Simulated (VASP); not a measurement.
# Cs (I4_1/amd) in VASP: notebook

The runs below take Cs through single point, with PBEsol.

Everything below comes from runs of VASP 6.6.1. Logs are shortened: lines on timing, memory, paths and dates and some standing lists are left out, and cuts for length are marked.

## Step 1: The cell of the first run

Symmetry: I4_1/amd, No. 141, tetragonal system. Conventional cell: a = 9.749 Å, b = 9.749 Å, c = 5.318 Å, α = 90.00°, β = 90.00°, γ = 90.00°.

## Step 2: Single point, PBEsol

The input, INCAR:

```
SYSTEM = Cs
ALGO = Fast
EDIFF = 1E-6
ENCUT = 520
GGA = PS
ISIF = 2
ISMEAR = 0
LASPH = .True.
LCHARG = .False.
LREAL = .False.
LWAVE = .False.
NBANDS = 16
NELM = 60
PREC = Accurate
SIGMA = 0.1
```

The input, KPOINTS:

```
k-points
0
Gamma
  4 4 4
  0 0 0
```

The input, POSCAR:

```
Cs
1.0
   -4.8745557696      4.8745557696      2.6591601540
    4.8745557696     -4.8745557696      2.6591601540
    4.8745557696      4.8745557696     -2.6591601540
Cs
2
Direct
    0.0000000000      0.0000000000      0.0000000000
    0.7500000000      0.2500000000      0.5000000000
```

Potentials or basis: VASP PAW PBE potentials, release 64 (Cs_sv).

Started as:

```console
$ cat potpaw_PBE.64/Cs_sv/POTCAR > POTCAR
$ mpirun -np 1 vasp_std > vasp.out
```

OUTCAR:

```text
SYSTEM = Cs
   EDIFF = 1E-6
   ENCUT = 520
   GGA = PS
   ISIF = 2
   ISMEAR = 0
   LASPH = .True.
   LREAL = .False.
   NELM = 60
   PREC = Accurate

 ion  position               nearest neighbor table
   1  0.000  0.000  0.000-
   2  0.750  0.250  0.500-

  LATTYP: Found a body centered tetragonal cell.
 ALAT       =     9.7491115392
 C/A-ratio  =     0.5455184595

  Lattice vectors:

 A1 = (  -4.8745557696,   4.8745557696,   2.6591601540)
 A2 = (   4.8745557696,  -4.8745557696,   2.6591601540)
 A3 = (   4.8745557696,   4.8745557696,  -2.6591601540)

Analysis of symmetry for initial positions (statically):
=====================================================================
 Subroutine PRICEL returns:
 Original cell was already a primitive cell.

 Routine SETGRP: Setting up the symmetry group for a
 body centered tetragonal supercell.

 Subroutine GETGRP returns: Found 16 space group operations
 (whereof  8 operations were pure point group operations)
 out of a pool of 16 trial point group operations.

The static configuration has the point symmetry D_2d.
 The point group associated with its full space group is D_4h.

Analysis of symmetry for dynamics (positions and initial velocities):
=====================================================================
 Subroutine PRICEL returns:
 Original cell was already a primitive cell.

 Routine SETGRP: Setting up the symmetry group for a
 body centered tetragonal supercell.

 Subroutine GETGRP returns: Found 16 space group operations
 (whereof  8 operations were pure point group operations)
 out of a pool of 16 trial point group operations.

The dynamic configuration has the point symmetry D_2d.
 The point group associated with its full space group is D_4h.

 Subroutine INISYM returns: Found 16 space group operations
 (whereof  8 operations are pure point group operations),
 and found     1 'primitive' translations

----------------------------------------------------------------------------------------

                                     Primitive cell

  volume of cell :     252.7403

  direct lattice vectors                    reciprocal lattice vectors
    -4.874555770  4.874555770  2.659160154     0.000000000  0.102573449  0.188029292
     4.874555770 -4.874555770  2.659160154     0.102573449  0.000000000  0.188029292
     4.874555770  4.874555770 -2.659160154     0.102573449  0.102573449  0.000000000

  length of vectors
     7.388756365  7.388756365  7.388756365     0.214187598  0.214187598  0.145060763

  position of ions in fractional coordinates (direct lattice)
     0.000000000  0.000000000  0.000000000
     0.750000000  0.250000000  0.500000000

  ion indices of the primitive-cell ions
   primitive index   ion index
                 1           1
                 2           2

----------------------------------------------------------------------------------------

 KPOINTS: k-points

Automatic generation of k-mesh.
 Grid dimensions read from file:
 generate k-points for:    4    4    4

 Generating k-lattice:

  Cartesian coordinates                     Fractional coordinates (reciprocal lattice)
     0.000000000  0.025643362  0.047007323     0.250000000  0.000000000  0.000000000
     0.025643362  0.000000000  0.047007323     0.000000000  0.250000000  0.000000000
     0.025643362  0.025643362  0.000000000     0.000000000  0.000000000  0.250000000

  Length of vectors
     0.053546899  0.053546899  0.036265191

  Shift w.r.t. Gamma in fractional coordinates (k-lattice)
     0.000000000  0.000000000  0.000000000

 Subroutine IBZKPT returns following result:
 ===========================================

 Found     13 irreducible k-points:

 Following reciprocal coordinates:
            Coordinates               Weight
  0.000000  0.000000  0.000000      1.000000
  0.250000  0.000000  0.000000      8.000000
  0.500000  0.000000  0.000000      4.000000
  0.250000  0.250000  0.000000      8.000000
  0.500000  0.250000  0.000000     16.000000
 -0.250000  0.250000  0.000000      4.000000
  0.500000  0.500000  0.000000      2.000000
  0.250000  0.250000  0.250000      2.000000
 -0.250000  0.250000  0.250000      4.000000
  0.500000  0.500000  0.250000      4.000000
 -0.250000  0.500000  0.250000      8.000000
 -0.250000 -0.250000  0.250000      2.000000
  0.500000  0.500000  0.500000      1.000000
   k-points           NKPTS =     13   k-points in BZ     NKDIM =     13   number of bands    NBANDS=     16
   number of dos      NEDOS =    301   number of ions     NIONS =      2
   total plane-waves  NPLWV = 175616
   dimension x,y,z NGX =    56 NGY =   56 NGZ =   56
   dimension x,y,z NGXF=   112 NGYF=  112 NGZF=  112
   ions per type =               2
   NGX,Y,Z   is equivalent  to a cutoff of  12.60, 12.60, 12.60 a.u.
   NGXF,Y,Z  is equivalent  to a cutoff of  25.20, 25.20, 25.20 a.u.
 SYSTEM =  Cs
   PREC   = accura    normal or accurate (medium, high low for compatibility)
   ISTART =      0    job   : 0-new  1-cont  2-samecut
   ICHARG =      2    charge: 1-file 2-atom 10-const
   ISPIN  =      1    spin polarized calculation?
   LNONCOLLINEAR =      F non collinear calculations
   LSORBIT =      F    spin-orbit coupling
   LASPH  =      T    aspherical Exc in radial PAW
   ENCUT  =  520.0 eV  38.22 Ry    6.18 a.u.  13.74 13.74 13.74*2*pi/ulx,y,z
   NELM   =     60;   NELMIN=  2; NELMDL= -5     # of ELM steps
   EDIFF  = 0.1E-05   stopping-criterion for ELM
   LREAL  =      F    real-space projection
   EDIFFG = 0.1E-04   stopping-criterion for IOM
   NSW    =      0    number of steps for IOM
   IBRION =     -1    ionic relax: 0-MD 1-quasi-New 2-CG
   NFREE  =      0    steps in history (QN), initial steepest desc. (CG)
   ISIF   =      2    stress and relaxation
   ISYM   =      2    0-nonsym 1-usesym 2-fastsym
   POTIM  = 0.5000    time-step for ionic-motion
   TEBEG  =    0.0;   TEEND  =   0.0 temperature during run
   PSTRESS=    0.0 pullay stress
   NELECT =      18.0000    total number of electrons
   NUPDOWN=      -1.0000    fix difference up-down
   EMIN   =  10.00;   EMAX   =-10.00  energy-range for DOS
   EFERMI =   0.00;   METHOD = LEGACY
   ISMEAR =     0;   SIGMA  =   0.10  broadening in eV -4-tet -1-fermi 0-gaus
   EFERMI_NEDOS =   21; number of points for ismear=-14 and -15
   IALGO  =     68    algorithm
   IMIX   =      4    mixing-type and parameters
     AMIX     =   0.40;   BMIX     =  1.00
     AMIX_MAG =   1.60;   BMIX_MAG =  1.00
  volume/ion in A,a.u.               =     126.37       852.79
  Fermi-wavevector in a.u.,A,eV,Ry     =   0.678590  1.282349  6.265271  0.460484
  Thomas-Fermi vector in A             =   1.756538
   LORBIT       =      0    0 simple, 1 ext, 2 COOP (PROOUT), +10 PAW based schemes
   GGA     = PS    functional components
   LHFCALC =     F    Hartree Fock is set to
   AEXX    =    0.0000 exact exchange contribution
   IVDW    =     0    specifies the selected vdW correction
   LEPSILON=     F    determine dielectric tensor
   LRPA    =     F    only Hartree local field effects (RPA)
 non-spin polarized calculation
 RMM-DIIS sequential band-by-band and
 Gauss-broadening in eV      SIGMA  =   0.10
  energy-cutoff  :      520.00
  volume of cell :      252.74
 maximum number of plane-waves:      6830
 NGX is ok and might be reduce to    56
   NGX = 27   NGY = 27   NGZ = 27

 number of electron      17.9999997 magnetization

 Free energy of the ion-electron system (eV)
  ---------------------------------------------------
  ext. energy  EPLUGINS =         0.00000000
  ---------------------------------------------------
  free energy    TOTEN  =        -1.75673898 eV

  energy without entropy =       -1.74240151  energy(sigma->0) =       -1.74957025

 E-fermi :   0.2393     XC(G=0):  -5.2310

 val. band max:        0.2351783385   @ k =   0.2500   0.2500   0.0000
 cond. band min:       0.3595078986   @ k =   0.5000   0.2500   0.0000
 fundamental gap:      0.1243295601
 Fermi energy:         0.2392978300

 k-point     1 :       0.0000    0.0000    0.0000
  band No.  band energies     occupation
      1     -23.8141      2.00000
      2     -23.8021      2.00000
      3     -10.6550      2.00000
      4     -10.6550      2.00000
      5     -10.5386      2.00000
      6     -10.5366      2.00000
[... 8 lines left out ...]
     15       2.3142      0.00000
     16       3.2577      0.00000

 k-point     2 :       0.2500    0.0000    0.0000
  band No.  band energies     occupation
      1     -23.8113      2.00000
      2     -23.8021      2.00000
      3     -10.6512      2.00000
      4     -10.6344      2.00000
      5     -10.5884      2.00000
      6     -10.5794      2.00000
[... 8 lines left out ...]
     15       2.2254      0.00000
     16       2.6133      0.00000

 k-point     3 :       0.5000    0.0000    0.0000
  band No.  band energies     occupation
      1     -23.8080      2.00000
      2     -23.8025      2.00000
      3     -10.6473      2.00000
      4     -10.6452      2.00000
      5     -10.6327      2.00000
      6     -10.5798      2.00000
[... 8 lines left out ...]
     15       2.3731      0.00000
     16       2.5601      0.00000

 k-point     4 :       0.2500    0.2500    0.0000
  band No.  band energies     occupation
      1     -23.8080      2.00000
      2     -23.8025      2.00000
      3     -10.6548      2.00000
      4     -10.6361      2.00000
      5     -10.6220      2.00000
      6     -10.6084      2.00000
[... 8 lines left out ...]
     15       2.4315      0.00000
     16       2.4356      0.00000
[... 115 lines left out ...]
 k-point    11 :      -0.2500    0.5000    0.2500
  band No.  band energies     occupation
      1     -23.8086      2.00000
      2     -23.8048      2.00000
      3     -10.6617      2.00000
      4     -10.6481      2.00000
      5     -10.5872      2.00000
      6     -10.5806      2.00000
[... 8 lines left out ...]
     15       2.6061      0.00000
     16       2.8088      0.00000

 k-point    12 :      -0.2500   -0.2500    0.2500
  band No.  band energies     occupation
      1     -23.8092      2.00000
      2     -23.8013      2.00000
      3     -10.6477      2.00000
      4     -10.6477      2.00000
      5     -10.6352      2.00000
      6     -10.6207      2.00000
[... 8 lines left out ...]
     15       2.3836      0.00000
     16       2.3836      0.00000

 k-point    13 :       0.5000    0.5000    0.5000
  band No.  band energies     occupation
      1     -23.8081      2.00000
      2     -23.8081      2.00000
      3     -10.6752      2.00000
      4     -10.6752      2.00000
      5     -10.5382      2.00000
      6     -10.5382      2.00000
[... 8 lines left out ...]
     15       3.1541      0.00000
     16       3.1545      0.00000

------------------------ aborting loop because EDIFF is reached ----------------------------------------

  FORCE on cell =-STRESS in cart. coord.  units (eV):
  Direction    XX          YY          ZZ          XY          YZ          ZX
  --------------------------------------------------------------------------------------
  -------------------------------------------------------------------------------------
  Total       -0.3218827     -0.3218827     -0.1779115      0.0000000      0.0000000      0.0000000
  in kB       -2.0404863     -2.0404863     -1.1278205      0.0000000      0.0000000      0.0000000
  external PRESSURE =      -1.7362643 kB  Pullay stress =       0.0000000 kB

 VOLUME and BASIS-vectors are now :
 -----------------------------------------------------------------------------
  energy-cutoff  :      520.00
  volume of cell :      252.74
      direct lattice vectors                 reciprocal lattice vectors
    -4.874555770  4.874555770  2.659160154     0.000000000  0.102573449  0.188029292
     4.874555770 -4.874555770  2.659160154     0.102573449  0.000000000  0.188029292
     4.874555770  4.874555770 -2.659160154     0.102573449  0.102573449  0.000000000

 POSITION                                       TOTAL-FORCE (eV/Angst)
 -----------------------------------------------------------------------------------
      0.00000      0.00000      0.00000         0.000000      0.000000      0.000000
      0.00000      4.87456      1.32958        -0.000000     -0.000000     -0.000000
 -----------------------------------------------------------------------------------
    total drift:                               -0.000000     -0.000000      0.000000

  FREE ENERGIE OF THE ION-ELECTRON SYSTEM (eV)
  ---------------------------------------------------
  free  energy   TOTEN  =        -1.7567389776 eV

  energy  without entropy=       -1.7424015135  energy(sigma->0) =       -1.74957025
```

Run time: 26 s. Hardware: 1 thread of Intel Xeon 6975P-C (Granite Rapids), shared host; peak memory 0.4 GiB.

What came out:

- Free energy: -1.7567 eV
- Pressure: -0.2 GPa
- Band gap on the k mesh: zero (bands 9 and 10 overlap by 1.09 eV)

Stress tensor (GPa, compression positive):
```
-0.20  0.00  0.00
 0.00 -0.20  0.00
 0.00  0.00 -0.11
```

Levels at points of the mesh, in eV from the Fermi level:
| k point | band 7 | band 8 | band 9 | band 10 | band 11 | band 12 |
| --- | --- | --- | --- | --- | --- | --- |
| (0.00, 0.00, 0.00) | -10.77 | -10.77 | -1.65 | 0.42 | 1.07 | 1.52 |
| (0.50, 0.00, 0.00) | -10.81 | -10.76 | -0.01 | 0.46 | 0.62 | 1.28 |
| (0.50, 0.50, 0.00) | -10.77 | -10.77 | -0.68 | -0.68 | 1.39 | 1.39 |
| (0.50, 0.50, 0.50) | -10.75 | -10.75 | -0.21 | -0.21 | 0.43 | 0.43 |

Caveat: the PAW data sets were made with another functional, which shifts forces and pressure a little; spin-orbit coupling is left out, which moves the levels of the heavy elements.

## Step 3: Single point, PBEsol

This run uses another cell than the first one, of 114.14 Å³/atom.

The input, INCAR:

```
SYSTEM = Cs
  PREC = Accurate
  ENCUT = 520
  EDIFF = 1E-6
  ISMEAR = 0
  SIGMA = 0.1
  LREAL = .False.
  LASPH = .True.
  NELM = 60
  ALGO = Fast
  ISIF = 2
  LWAVE = .False.
  LCHARG = .False.
  GGA = PS
  NBANDS = 16
```

The input, KPOINTS:

```
Automatic mesh
0
Gamma
  12 12 12
  0 0 0
```

The input, POSCAR:

```
Cs
1.0
   -4.7258407127      4.7258407127      2.5553371904
    4.7258407127     -4.7258407127      2.5553371904
    4.7258407127      4.7258407127     -2.5553371904
Cs
2
Direct
    0.0000000000      0.0000000000      0.0000000000
    0.7500000000      0.2500000000      0.5000000000
```

Potentials or basis: VASP PAW PBE potentials, release 64 (Cs_sv).

Started as:

```console
$ cat potpaw_PBE.64/Cs_sv/POTCAR > POTCAR
$ mpirun -np 1 vasp_std > vasp.out
```

Wall time 4.7 min (1 thread of Intel Xeon 6975P-C (Granite Rapids), shared host); peak memory 0.71 GiB.

It converged, with:

```
Free energy            : -1.7713 eV
Pressure               : 0.0 GPa
Band gap on the k mesh : zero (bands 9 and 10 overlap by 1.19 eV)
```

Levels at points of the mesh, in eV from the Fermi level:
| k point | band 7 | band 8 | band 9 | band 10 | band 11 | band 12 |
| --- | --- | --- | --- | --- | --- | --- |
| (0.00, 0.00, 0.00) | -10.65 | -10.65 | -1.70 | 0.37 | 1.14 | 1.56 |
| (0.50, 0.00, 0.00) | -10.70 | -10.64 | 0.05 | 0.57 | 0.60 | 1.39 |
| (0.50, 0.50, 0.00) | -10.64 | -10.64 | -0.65 | -0.65 | 1.44 | 1.44 |
| (0.50, 0.50, 0.50) | -10.63 | -10.63 | -0.16 | -0.16 | 0.54 | 0.54 |

Caveat: the PAW data sets were made with another functional, which shifts forces and pressure a little; spin-orbit coupling is left out, which moves the levels of the heavy elements.
